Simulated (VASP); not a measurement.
# PbSe (Fmm2) in VASP: single point with r2SCAN

Aim: the single point of PbSe with r2SCAN.

Everything below comes from runs of VASP 6.6.1. Logs are shortened: lines on timing, memory, paths and dates and some standing lists are left out, and cuts for length are marked.

## (1) The cell of the first run

It takes space group Fmm2 (No. 42, orthorhombic). The conventional cell has a = 6.236 Å, b = 24.002 Å, c = 6.251 Å, α = 90.00°, β = 90.00°, γ = 90.00°. Pb (site symmetry m) has 5 Se at 2.83 to 3.21 Å within 3.7 Å. Se (site symmetry m) has 5 Pb at 2.83 to 3.21 Å within 3.7 Å.

## (2) Single point, r2SCAN

Input file POSCAR:

```
PbSe
1.0
    0.0000000000     12.0007994136      3.1254421077
    3.1181511075      0.0000000000      3.1254421077
    3.1181511075     12.0007994136      0.0000000000
Pb Se
2 2
Direct
    0.1907300000      0.8052670000      0.1947330000
    0.8052670000      0.1907300000      0.8092700000
    0.6744230000      0.2955810000      0.7044190000
    0.2955810000      0.6744230000      0.3255770000
```

Input file INCAR.step1:

```
  PREC = Accurate
  ENCUT = 550
  ISMEAR = 0
  SIGMA = 0.05
  LREAL = False
  LASPH = True
  NELM = 120
  NBANDS = 28
  GGA = PE
  ALGO = Normal
  EDIFF = 1E-5
  LWAVE = True
  LCHARG = False
  GGA_COMPAT = False
```

Input file INCAR.step2:

```
  PREC = Accurate
  ENCUT = 550
  EDIFF = 1E-6
  ISMEAR = 0
  SIGMA = 0.05
  LREAL = False
  LASPH = True
  NELM = 120
  ALGO = Normal
  ISIF = 2
  LWAVE = False
  LCHARG = True
  METAGGA = R2SCAN
  LMIXTAU = True
  LELF = True
  LVHAR = True
  NBANDS = 28
  ISTART = 1
  GGA_COMPAT = False
```

Input file KPOINTS:

```
Automatic mesh
0
Gamma
  8 8 8
```

Potentials or basis: VASP PAW PBE potentials, release 64 (Pb_d, Se).

Run with:

```console
$ cat potpaw_PBE.64/Pb_d/POTCAR potpaw_PBE.64/Se/POTCAR > POTCAR
$ cp INCAR.step1 INCAR
$ mpirun -np 1 vasp_std > vasp.out
$ cp INCAR.step2 INCAR
$ mpirun -np 1 vasp_std > vasp.out
```

OUTCAR:

```text
PREC = Accurate
   ENCUT = 550
   EDIFF = 1E-6
   ISMEAR = 0
   LREAL = False
   LASPH = True
   NELM = 120
   ISIF = 2
   METAGGA = R2SCAN
   ISTART = 1

 ion  position               nearest neighbor table
   1  0.191  0.805  0.195-   4 2.83   3 3.05   3 3.12   3 3.12   3 3.21
   2  0.805  0.191  0.809-   3 2.83   4 3.05   4 3.12   4 3.12   4 3.21
   3  0.674  0.296  0.704-   2 2.83   1 3.05   1 3.12   1 3.12   1 3.21
   4  0.296  0.674  0.326-   1 2.83   2 3.05   2 3.12   2 3.12   2 3.21

  LATTYP: Found a face centered orthorhombic cell.
 ALAT       =     6.2363022150
 B/A-ratio  =     1.0023382447
 C/A-ratio  =     3.8486907786

  Lattice vectors:

 A1 = (   0.0000000000,  12.0007994136,   3.1254421077)
 A2 = (  -3.1181511075,  12.0007994136,   0.0000000000)
 A3 = (  -3.1181511075,   0.0000000000,   3.1254421077)

Analysis of symmetry for initial positions (statically):
=====================================================================
 Subroutine PRICEL returns:
 Original cell was already a primitive cell.

 Routine SETGRP: Setting up the symmetry group for a
 face centered orthorhombic supercell.

 Subroutine GETGRP returns: Found  4 space group operations
 (whereof  4 operations were pure point group operations)
 out of a pool of  8 trial point group operations.

The static configuration has the point symmetry C_2v.

Analysis of symmetry for dynamics (positions and initial velocities):
=====================================================================
 Subroutine PRICEL returns:
 Original cell was already a primitive cell.

 Routine SETGRP: Setting up the symmetry group for a
 face centered orthorhombic supercell.

 Subroutine GETGRP returns: Found  4 space group operations
 (whereof  4 operations were pure point group operations)
 out of a pool of  8 trial point group operations.

The dynamic configuration has the point symmetry C_2v.

 Subroutine INISYM returns: Found  4 space group operations
 (whereof  4 operations are pure point group operations),
 and found     1 'primitive' translations

----------------------------------------------------------------------------------------

                                     Primitive cell

  volume of cell :     233.9100

  direct lattice vectors                    reciprocal lattice vectors
     0.000000000 12.000799414  3.125442108    -0.160351434  0.041663891  0.159977367
     3.118151108  0.000000000  3.125442108     0.160351434 -0.041663891  0.159977367
     3.118151108 12.000799414  0.000000000     0.160351434  0.041663891 -0.159977367

  length of vectors
    12.401111843  4.414890112 12.399276305     0.230306796  0.230306796  0.230306796

  position of ions in fractional coordinates (direct lattice)
     0.190730000  0.805267000  0.194733000
     0.805267000  0.190730000  0.809270000
     0.674423000  0.295581000  0.704419000
     0.295581000  0.674423000  0.325577000

  ion indices of the primitive-cell ions
   primitive index   ion index
                 1           1
                 2           2
                 3           3
                 4           4

----------------------------------------------------------------------------------------

 KPOINTS: Automatic mesh

Automatic generation of k-mesh.
 Grid dimensions read from file:
 generate k-points for:    8    8    8

 Generating k-lattice:

  Cartesian coordinates                     Fractional coordinates (reciprocal lattice)
    -0.020043929  0.005207986  0.019997171     0.125000000  0.000000000  0.000000000
     0.020043929 -0.005207986  0.019997171     0.000000000  0.125000000  0.000000000
     0.020043929  0.005207986 -0.019997171    -0.000000000 -0.000000000  0.125000000

  Length of vectors
     0.028788349  0.028788349  0.028788349

  Shift w.r.t. Gamma in fractional coordinates (k-lattice)
     0.000000000  0.000000000  0.000000000

 Subroutine IBZKPT returns following result:
 ===========================================

 Found     95 irreducible k-points:

 Following reciprocal coordinates:
            Coordinates               Weight
  0.000000  0.000000  0.000000      1.000000
  0.125000  0.000000  0.000000      8.000000
  0.250000  0.000000  0.000000      8.000000
  0.375000  0.000000  0.000000      8.000000
  0.500000  0.000000  0.000000      4.000000
  0.125000  0.125000  0.000000      2.000000
[... 16 lines left out ...]
  0.250000  0.000000  0.125000      8.000000
  0.375000  0.000000  0.125000      8.000000
 [... further k-points ...]
   k-points           NKPTS =     95   k-points in BZ     NKDIM =     95   number of bands    NBANDS=     28
   number of dos      NEDOS =    301   number of ions     NIONS =      4
   total plane-waves  NPLWV = 331776
   dimension x,y,z NGX =    96 NGY =   36 NGZ =   96
   dimension x,y,z NGXF=   192 NGYF=   72 NGZF=  192
   ions per type =               2   2
   NGX,Y,Z   is equivalent  to a cutoff of  12.87, 13.56, 12.87 a.u.
   NGXF,Y,Z  is equivalent  to a cutoff of  25.74, 27.11, 25.74 a.u.
 SYSTEM =  unknown system
   PREC   = accura    normal or accurate (medium, high low for compatibility)
   ISTART =      1    job   : 0-new  1-cont  2-samecut
   ICHARG =      0    charge: 1-file 2-atom 10-const
   ISPIN  =      1    spin polarized calculation?
   LNONCOLLINEAR =      F non collinear calculations
   LSORBIT =      F    spin-orbit coupling
   LASPH  =      T    aspherical Exc in radial PAW
   ENCUT  =  550.0 eV  40.42 Ry    6.36 a.u.  23.71  8.44 23.71*2*pi/ulx,y,z
   NELM   =    120;   NELMIN=  2; NELMDL=  0     # of ELM steps
   EDIFF  = 0.1E-05   stopping-criterion for ELM
   LREAL  =      F    real-space projection
   EDIFFG = 0.1E-04   stopping-criterion for IOM
   NSW    =      0    number of steps for IOM
   IBRION =     -1    ionic relax: 0-MD 1-quasi-New 2-CG
   NFREE  =      0    steps in history (QN), initial steepest desc. (CG)
   ISIF   =      2    stress and relaxation
   ISYM   =      2    0-nonsym 1-usesym 2-fastsym
   POTIM  = 0.5000    time-step for ionic-motion
   TEBEG  =    0.0;   TEEND  =   0.0 temperature during run
   PSTRESS=    0.0 pullay stress
   NELECT =      40.0000    total number of electrons
   NUPDOWN=      -1.0000    fix difference up-down
   EMIN   =  10.00;   EMAX   =-10.00  energy-range for DOS
   EFERMI =   0.00;   METHOD = LEGACY
   ISMEAR =     0;   SIGMA  =   0.05  broadening in eV -4-tet -1-fermi 0-gaus
   EFERMI_NEDOS =   21; number of points for ismear=-14 and -15
   IALGO  =     38    algorithm
   IMIX   =      4    mixing-type and parameters
     AMIX     =   0.40;   BMIX     =  1.00
     AMIX_MAG =   1.60;   BMIX_MAG =  1.00
  volume/ion in A,a.u.               =      58.48       394.63
  Fermi-wavevector in a.u.,A,eV,Ry     =   0.908682  1.717160 11.234370  0.825703
  Thomas-Fermi vector in A             =   2.032637
   LORBIT       =      0    0 simple, 1 ext, 2 COOP (PROOUT), +10 PAW based schemes
   METAGGA = R2SCAN    functional components
   LHFCALC =     F    Hartree Fock is set to
   AEXX    =    0.0000 exact exchange contribution
   IVDW    =     0    specifies the selected vdW correction
   LEPSILON=     F    determine dielectric tensor
   LRPA    =     F    only Hartree local field effects (RPA)
 non-spin polarized calculation
 Gauss-broadening in eV      SIGMA  =   0.05
  energy-cutoff  :      550.00
  volume of cell :      233.91
 maximum number of plane-waves:      6890
   NGX = 47   NGY = 17   NGZ = 47

 number of electron      40.0000002 magnetization

 Free energy of the ion-electron system (eV)
  ---------------------------------------------------
  ext. energy  EPLUGINS =         0.00000000
  ---------------------------------------------------
  free energy    TOTEN  =      -143.46672779 eV

  energy without entropy =     -143.46672779  energy(sigma->0) =     -143.46672779

 E-fermi :  -0.1269     XC(G=0):  -5.6747

 val. band max:       -0.3556590626   @ k =  -0.3750  -0.0000   0.2500
 cond. band min:       1.5238334212   @ k =  -0.2500  -0.0000   0.2500
 fundamental gap:      1.8794924839
 Fermi energy:        -0.1268888425

 k-point     1 :       0.0000    0.0000    0.0000
  band No.  band energies     occupation
      1     -17.3982      2.00000
      2     -17.3100      2.00000
      3     -17.2940      2.00000
      4     -17.2920      2.00000
      5     -17.2890      2.00000
      6     -17.2793      2.00000
[... 20 lines left out ...]
     27       5.5737      0.00000
     28       5.6994      0.00000

 k-point     2 :       0.1250    0.0000    0.0000
  band No.  band energies     occupation
      1     -17.3907      2.00000
      2     -17.3067      2.00000
      3     -17.2955      2.00000
      4     -17.2929      2.00000
      5     -17.2886      2.00000
      6     -17.2841      2.00000
[... 20 lines left out ...]
     27       5.1097      0.00000
     28       5.6907      0.00000

 k-point     3 :       0.2500    0.0000    0.0000
  band No.  band energies     occupation
      1     -17.3714      2.00000
      2     -17.3031      2.00000
      3     -17.2988      2.00000
      4     -17.2971      2.00000
      5     -17.2938      2.00000
      6     -17.2834      2.00000
[... 20 lines left out ...]
     27       4.8559      0.00000
     28       6.5284      0.00000

 k-point     4 :       0.3750    0.0000    0.0000
  band No.  band energies     occupation
      1     -17.3473      2.00000
      2     -17.3109      2.00000
      3     -17.3059      2.00000
      4     -17.3040      2.00000
      5     -17.2896      2.00000
      6     -17.2803      2.00000
[... 20 lines left out ...]
     27       5.3713      0.00000
     28       6.8276      0.00000

 k-point     5 :       0.5000    0.0000    0.0000
  band No.  band energies     occupation
      1     -17.3253      2.00000
      2     -17.3253      2.00000
      3     -17.3091      2.00000
      4     -17.3091      2.00000
      5     -17.2833      2.00000
      6     -17.2833      2.00000
[... 20 lines left out ...]
     27       6.0179      0.00000
     28       6.3570      0.00000

 k-point     6 :       0.1250    0.1250    0.0000
  band No.  band energies     occupation
      1     -17.3849      2.00000
      2     -17.3035      2.00000
      3     -17.3012      2.00000
      4     -17.2895      2.00000
      5     -17.2889      2.00000
      6     -17.2862      2.00000
[... 463 lines left out ...]
      5     -17.2773      2.00000
      6     -17.2769      2.00000
[... 20 lines left out ...]
     27       6.4026      0.00000
     28       6.4923      0.00000

 k-point    22 :       0.1250    0.0000    0.1250
  band No.  band energies     occupation
      1     -17.3982      2.00000
      2     -17.3100      2.00000
      3     -17.2940      2.00000
      4     -17.2920      2.00000
      5     -17.2891      2.00000
      6     -17.2793      2.00000
[... 20 lines left out ...]
     27       5.5737      0.00000
     28       5.6994      0.00000

 k-point    23 :       0.2500    0.0000    0.1250
  band No.  band energies     occupation
      1     -17.3907      2.00000
      2     -17.3067      2.00000
      3     -17.2955      2.00000
      4     -17.2929      2.00000
      5     -17.2886      2.00000
      6     -17.2841      2.00000
[... 20 lines left out ...]
     27       5.1098      0.00000
     28       5.6907      0.00000

 k-point    24 :       0.3750    0.0000    0.1250
  band No.  band energies     occupation
      1     -17.3714      2.00000
      2     -17.3031      2.00000
      3     -17.2988      2.00000
      4     -17.2971      2.00000
      5     -17.2938      2.00000
      6     -17.2834      2.00000
[... 20 lines left out ...]
     27       4.9793      0.00000
     28       6.4568      0.00000

 [... further k-points ...]

------------------------ aborting loop because EDIFF is reached ----------------------------------------

  FORCE on cell =-STRESS in cart. coord.  units (eV):
  Direction    XX          YY          ZZ          XY          YZ          ZX
  --------------------------------------------------------------------------------------
  -------------------------------------------------------------------------------------
  Total       -0.6469119     -0.8337327     -0.6847297      0.0000000      0.0000000      0.0000000
  in kB       -4.4310530     -5.7106903     -4.6900880      0.0000000      0.0000000      0.0000000
  external PRESSURE =      -4.9439437 kB  Pullay stress =       0.0000000 kB

 VOLUME and BASIS-vectors are now :
 -----------------------------------------------------------------------------
  energy-cutoff  :      550.00
  volume of cell :      233.91
      direct lattice vectors                 reciprocal lattice vectors
     0.000000000 12.000799414  3.125442108    -0.160351434  0.041663891  0.159977367
     3.118151108  0.000000000  3.125442108     0.160351434 -0.041663891  0.159977367
     3.118151108 12.000799414  0.000000000     0.160351434  0.041663891 -0.159977367

 POSITION                                       TOTAL-FORCE (eV/Angst)
 -----------------------------------------------------------------------------------
      3.11815      4.62586      3.11293         0.000000      0.080285     -0.004033
      3.11815     19.37573      3.11293         0.000000     -0.080285     -0.004033
      3.11815     16.54721      3.03169         0.000000      0.202356      0.004033
      3.11815      7.45439      3.03169         0.000000     -0.202356      0.004033
 -----------------------------------------------------------------------------------
    total drift:                               -0.000024     -0.000010      0.000115

  FREE ENERGIE OF THE ION-ELECTRON SYSTEM (eV)
  ---------------------------------------------------
  free  energy   TOTEN  =      -143.4667277887 eV

  energy  without entropy=     -143.4667277887  energy(sigma->0) =     -143.46672779
```

It took 2.2 h on 1 thread of Intel Xeon Platinum 8259CL at 2.50GHz (Skylake/Cascade Lake), shared host; peak memory 1.2 GiB.

What came out:

```yaml
Free_energy: -143.4667 eV
Pressure: -0.5 GPa
Largest_force: 0.202 eV/Å
Band_gap_on_the_k_mesh: 1.88 eV (least direct gap 1.94 eV)
```

Forces in eV/Å, atoms in the order of the input:
```
Pb   0.000  0.080 -0.004
Pb   0.000 -0.080 -0.004
Se   0.000  0.202  0.004
Se   0.000 -0.202  0.004
```

Caveat: the PAW data sets were made with another functional, which shifts forces and pressure a little; spin-orbit coupling is left out, which moves the levels of the heavy elements.
